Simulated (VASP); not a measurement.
# HfN (F-43m) in VASP: single point with r2SCAN

Aim: the single point of HfN with r2SCAN.

All numbers are computed with VASP 6.6.1; they aren't measurements. Logs are shortened: lines on timing, memory, paths and dates and some standing lists are left out, and cuts for length are marked.

**1. The cell of the first run**

Symmetry: F-43m, No. 216, cubic system. Conventional cell: a = 4.892 Å, b = 4.892 Å, c = 4.892 Å, α = 90.00°, β = 90.00°, γ = 90.00°. Hf (site symmetry -43m) has 4 N at 2.12 Å within 2.8 Å. Within 2.8 Å of N (site symmetry -43m) lie 4 Hf at 2.12 Å.

**2. Single point, r2SCAN**

File POSCAR:

```
HfN
1.0
    0.0000000000      2.4458088209      2.4458088209
    2.4458088209      0.0000000000      2.4458088209
    2.4458088209      2.4458088209      0.0000000000
Hf N
1 1
Direct
   -0.0000072238      0.0000116692     -0.0000072889
    0.7500072238      0.7499883308      0.7500072889
```

File INCAR.step1:

```
ALGO = Normal
EDIFF = 1E-4
ENCUT = 520
GGA = PE
ISMEAR = 0
LASPH = True
LCHARG = False
LREAL = False
LWAVE = True
NBANDS = 14
NELM = 100
PREC = Accurate
SIGMA = 0.15
```

File INCAR.step2:

```
ALGO = Normal
EDIFF = 1E-6
ENCUT = 520
ISIF = 2
ISMEAR = 0
ISTART = 1
LASPH = True
LCHARG = False
LMIXTAU = True
LREAL = False
LWAVE = False
METAGGA = R2SCAN
NBANDS = 14
NELM = 100
PREC = Accurate
SIGMA = 0.15
```

File KPOINTS:

```
k-points
0
Gamma
  12 12 12
```

Potentials or basis: VASP PAW PBE potentials, release 64 (Hf_pv, N).

Launch:

```sh
cat potpaw_PBE.64/Hf_pv/POTCAR potpaw_PBE.64/N/POTCAR > POTCAR
cp INCAR.step1 INCAR
mpirun -np 1 vasp_std > vasp.out
cp INCAR.step2 INCAR
mpirun -np 1 vasp_std > vasp.out
```

OUTCAR:

```text
EDIFF = 1E-6
   ENCUT = 520
   ISIF = 2
   ISMEAR = 0
   ISTART = 1
   LASPH = True
   LREAL = False
   METAGGA = R2SCAN
   NELM = 100
   PREC = Accurate

 ion  position               nearest neighbor table
   1  1.000  0.000  1.000-   2 2.12   2 2.12   2 2.12   2 2.12
   2  0.750  0.750  0.750-   1 2.12   1 2.12   1 2.12   1 2.12

  LATTYP: Found a face centered cubic cell.
 ALAT       =     4.8916176418

  Lattice vectors:

 A1 = (   0.0000000000,   2.4458088209,   2.4458088209)
 A2 = (   2.4458088209,   0.0000000000,   2.4458088209)
 A3 = (   2.4458088209,   2.4458088209,   0.0000000000)

Analysis of symmetry for initial positions (statically):
=====================================================================
 Subroutine PRICEL returns:
 Original cell was already a primitive cell.

 Routine SETGRP: Setting up the symmetry group for a
 face centered cubic supercell.

 Subroutine GETGRP returns: Found  2 space group operations
 (whereof  2 operations were pure point group operations)
 out of a pool of 48 trial point group operations.

The static configuration has the point symmetry C_1h.

Analysis of symmetry for dynamics (positions and initial velocities):
=====================================================================
 Subroutine PRICEL returns:
 Original cell was already a primitive cell.

 Routine SETGRP: Setting up the symmetry group for a
 face centered cubic supercell.

 Subroutine GETGRP returns: Found  2 space group operations
 (whereof  2 operations were pure point group operations)
 out of a pool of 48 trial point group operations.

The dynamic configuration has the point symmetry C_1h.

 Subroutine INISYM returns: Found  2 space group operations
 (whereof  2 operations are pure point group operations),
 and found     1 'primitive' translations

----------------------------------------------------------------------------------------

                                     Primitive cell

  volume of cell :      29.2616

  direct lattice vectors                    reciprocal lattice vectors
     0.000000000  2.445808821  2.445808821    -0.204431350  0.204431350  0.204431350
     2.445808821  0.000000000  2.445808821     0.204431350 -0.204431350  0.204431350
     2.445808821  2.445808821  0.000000000     0.204431350  0.204431350 -0.204431350

  length of vectors
     3.458896005  3.458896005  3.458896005     0.354085485  0.354085485  0.354085485

  position of ions in fractional coordinates (direct lattice)
     0.999992776  0.000011669  0.999992711
     0.750007224  0.749988331  0.750007289

  ion indices of the primitive-cell ions
   primitive index   ion index
                 1           1
                 2           2

----------------------------------------------------------------------------------------

 KPOINTS: k-points

Automatic generation of k-mesh.
 Grid dimensions read from file:
 generate k-points for:   12   12   12

 Generating k-lattice:

  Cartesian coordinates                     Fractional coordinates (reciprocal lattice)
    -0.017035946  0.017035946  0.017035946     0.083333333  0.000000000  0.000000000
     0.017035946 -0.017035946  0.017035946     0.000000000  0.083333333  0.000000000
     0.017035946  0.017035946 -0.017035946     0.000000000  0.000000000  0.083333333

  Length of vectors
     0.029507124  0.029507124  0.029507124

  Shift w.r.t. Gamma in fractional coordinates (k-lattice)
     0.000000000  0.000000000  0.000000000

 Subroutine IBZKPT returns following result:
 ===========================================

 Found    476 irreducible k-points:

 Following reciprocal coordinates:
            Coordinates               Weight
  0.000000  0.000000  0.000000      1.000000
  0.083333  0.000000  0.000000      4.000000
  0.000000  0.083333  0.000000      2.000000
  0.083333  0.083333  0.083333      2.000000
  0.166667  0.000000  0.000000      4.000000
  0.000000  0.166667  0.000000      2.000000
[... 16 lines left out ...]
  0.000000  0.166667  0.083333      4.000000
  0.083333  0.000000  0.166667      4.000000
 [... further k-points ...]
   k-points           NKPTS =    476   k-points in BZ     NKDIM =    476   number of bands    NBANDS=     14
   number of dos      NEDOS =    301   number of ions     NIONS =      2
   total plane-waves  NPLWV =  21952
   dimension x,y,z NGX =    28 NGY =   28 NGZ =   28
   dimension x,y,z NGXF=    56 NGYF=   56 NGZF=   56
   ions per type =               1   1
   NGX,Y,Z   is equivalent  to a cutoff of  13.46, 13.46, 13.46 a.u.
   NGXF,Y,Z  is equivalent  to a cutoff of  26.92, 26.92, 26.92 a.u.
 SYSTEM =  unknown system
   PREC   = accura    normal or accurate (medium, high low for compatibility)
   ISTART =      1    job   : 0-new  1-cont  2-samecut
   ICHARG =      0    charge: 1-file 2-atom 10-const
   ISPIN  =      1    spin polarized calculation?
   LNONCOLLINEAR =      F non collinear calculations
   LSORBIT =      F    spin-orbit coupling
   LASPH  =      T    aspherical Exc in radial PAW
   ENCUT  =  520.0 eV  38.22 Ry    6.18 a.u.   6.43  6.43  6.43*2*pi/ulx,y,z
   NELM   =    100;   NELMIN=  2; NELMDL=  0     # of ELM steps
   EDIFF  = 0.1E-05   stopping-criterion for ELM
   LREAL  =      F    real-space projection
   EDIFFG = 0.1E-04   stopping-criterion for IOM
   NSW    =      0    number of steps for IOM
   IBRION =     -1    ionic relax: 0-MD 1-quasi-New 2-CG
   NFREE  =      0    steps in history (QN), initial steepest desc. (CG)
   ISIF   =      2    stress and relaxation
   ISYM   =      2    0-nonsym 1-usesym 2-fastsym
   POTIM  = 0.5000    time-step for ionic-motion
   TEBEG  =    0.0;   TEEND  =   0.0 temperature during run
   PSTRESS=    0.0 pullay stress
   NELECT =      15.0000    total number of electrons
   NUPDOWN=      -1.0000    fix difference up-down
   EMIN   =  10.00;   EMAX   =-10.00  energy-range for DOS
   EFERMI =   0.00;   METHOD = LEGACY
   ISMEAR =     0;   SIGMA  =   0.15  broadening in eV -4-tet -1-fermi 0-gaus
   EFERMI_NEDOS =   21; number of points for ismear=-14 and -15
   IALGO  =     38    algorithm
   IMIX   =      4    mixing-type and parameters
     AMIX     =   0.40;   BMIX     =  1.00
     AMIX_MAG =   1.60;   BMIX_MAG =  1.00
  volume/ion in A,a.u.               =      14.63        98.73
  Fermi-wavevector in a.u.,A,eV,Ry     =   1.310205  2.475929 23.356283  1.716638
  Thomas-Fermi vector in A             =   2.440752
   LORBIT       =      0    0 simple, 1 ext, 2 COOP (PROOUT), +10 PAW based schemes
   METAGGA = R2SCAN    functional components
   LHFCALC =     F    Hartree Fock is set to
   AEXX    =    0.0000 exact exchange contribution
   IVDW    =     0    specifies the selected vdW correction
   LEPSILON=     F    determine dielectric tensor
   LRPA    =     F    only Hartree local field effects (RPA)
 non-spin polarized calculation
 Gauss-broadening in eV      SIGMA  =   0.15
  energy-cutoff  :      520.00
  volume of cell :       29.26
 maximum number of plane-waves:       817
 NGX is ok and might be reduce to    28
   NGX = 13   NGY = 13   NGZ = 13

 number of electron      15.0000002 magnetization

 Free energy of the ion-electron system (eV)
  ---------------------------------------------------
  ext. energy  EPLUGINS =         0.00000000
  ---------------------------------------------------
  free energy    TOTEN  =       -57.71532263 eV

  energy without entropy =      -57.70545863  energy(sigma->0) =      -57.71039063

 E-fermi :   5.8867     XC(G=0): -12.0046

 val. band max:        5.7432751199   @ k =   0.2500   0.2500   0.0000
 cond. band min:       5.8921643590   @ k =  -0.2500   0.4167  -0.2500
 fundamental gap:      0.1488892391
 Fermi energy:         5.8867355280

 k-point     1 :       0.0000    0.0000    0.0000
  band No.  band energies     occupation
      1     -26.4474      2.00000
      2     -26.4474      2.00000
      3     -26.4474      2.00000
      4     -11.4296      2.00000
      5       0.0016      2.00000
      6       0.0018      2.00000
      7       0.0019      2.00000
      8       5.2097      2.00000
      9       8.3550      0.00000
     10       8.3550      0.00000
     11      12.8492      0.00000
     12      12.8496      0.00000
     13      12.8502      0.00000
     14      17.1146      0.00000

 k-point     2 :       0.0833    0.0000    0.0000
  band No.  band energies     occupation
      1     -26.4836      2.00000
      2     -26.4519      2.00000
      3     -26.4519      2.00000
      4     -11.3465      2.00000
      5      -0.1533      2.00000
      6       0.0547      2.00000
      7       0.0548      2.00000
      8       5.6004      1.99305
      9       8.2312      0.00000
     10       8.2312      0.00000
     11      12.6474      0.00000
     12      13.0223      0.00000
     13      13.0229      0.00000
     14      17.1145      0.00000

 k-point     3 :       0.0000    0.0833    0.0000
  band No.  band energies     occupation
      1     -26.4836      2.00000
      2     -26.4519      2.00000
      3     -26.4519      2.00000
      4     -11.3465      2.00000
      5      -0.1535      2.00000
      6       0.0548      2.00000
      7       0.0549      2.00000
      8       5.6004      1.99306
      9       8.2312      0.00000
     10       8.2312      0.00000
     11      12.6482      0.00000
     12      13.0220      0.00000
     13      13.0224      0.00000
     14      17.1145      0.00000
[... 324 lines left out ...]
 k-point    23 :       0.0000    0.1667    0.0833
  band No.  band energies     occupation
      1     -26.5574      2.00000
      2     -26.4734      2.00000
      3     -26.4683      2.00000
      4     -11.1431      2.00000
      5      -0.5006      2.00000
      6       0.2141      2.00000
      7       0.2367      2.00000
      8       6.4442      0.00000
      9       7.5460      0.00000
     10       8.4651      0.00000
     11      12.4965      0.00000
     12      13.0149      0.00000
     13      13.3301      0.00000
     14      17.1143      0.00000

 k-point    24 :       0.0833    0.0000    0.1667
  band No.  band energies     occupation
      1     -26.5574      2.00000
      2     -26.4734      2.00000
      3     -26.4683      2.00000
      4     -11.1431      2.00000
      5      -0.5005      2.00000
      6       0.2141      2.00000
      7       0.2365      2.00000
      8       6.4442      0.00000
      9       7.5460      0.00000
     10       8.4652      0.00000
     11      12.4959      0.00000
     12      13.0154      0.00000
     13      13.3302      0.00000
     14      17.1143      0.00000

 [... further k-points ...]
[... 5 lines left out ...]
  --------------------------------------------------------------------------------------
  -------------------------------------------------------------------------------------
  Total       -0.2248172     -0.2248234     -0.2248172     -0.0001915     -0.0001936      0.0007110
  in kB      -12.3095615    -12.3098990    -12.3095615     -0.0104852     -0.0105985      0.0389274
  external PRESSURE =     -12.3096740 kB  Pullay stress =       0.0000000 kB

 VOLUME and BASIS-vectors are now :
 -----------------------------------------------------------------------------
  energy-cutoff  :      520.00
  volume of cell :       29.26
      direct lattice vectors                 reciprocal lattice vectors
     0.000000000  2.445808821  2.445808821    -0.204431350  0.204431350  0.204431350
     2.445808821  0.000000000  2.445808821     0.204431350 -0.204431350  0.204431350
     2.445808821  2.445808821  0.000000000     0.204431350  0.204431350 -0.204431350

 POSITION                                       TOTAL-FORCE (eV/Angst)
 -----------------------------------------------------------------------------------
      2.44582      4.89158      2.44582        -0.000212      0.000747     -0.000212
      3.66870      3.66875      3.66870         0.000212     -0.000747      0.000212
 -----------------------------------------------------------------------------------
    total drift:                               -0.000039     -0.000005      0.000029

  FREE ENERGIE OF THE ION-ELECTRON SYSTEM (eV)
  ---------------------------------------------------
  free  energy   TOTEN  =       -57.7153226325 eV

  energy  without entropy=      -57.7054586332  energy(sigma->0) =      -57.71039063
```

Run time: 4.8 min. Hardware: 1 thread of Intel Xeon 6975P-C (Granite Rapids), shared host; peak memory 0.33 GiB.

Results:

* Free energy: -57.7153 eV
* Pressure: -1.2 GPa
* Band gap on the k mesh: zero (an odd number of electrons rules out a gap without spin polarisation)

Caveat: the PAW data sets were made with another functional, which shifts forces and pressure a little; spin-orbit coupling is left out, which moves the levels of the heavy elements; an odd number of electrons without spin polarisation forces a metal; a magnetic or distorted state may lie lower.

The gap in the log of VASP goes by the Fermi energy; the results here count the filled bands.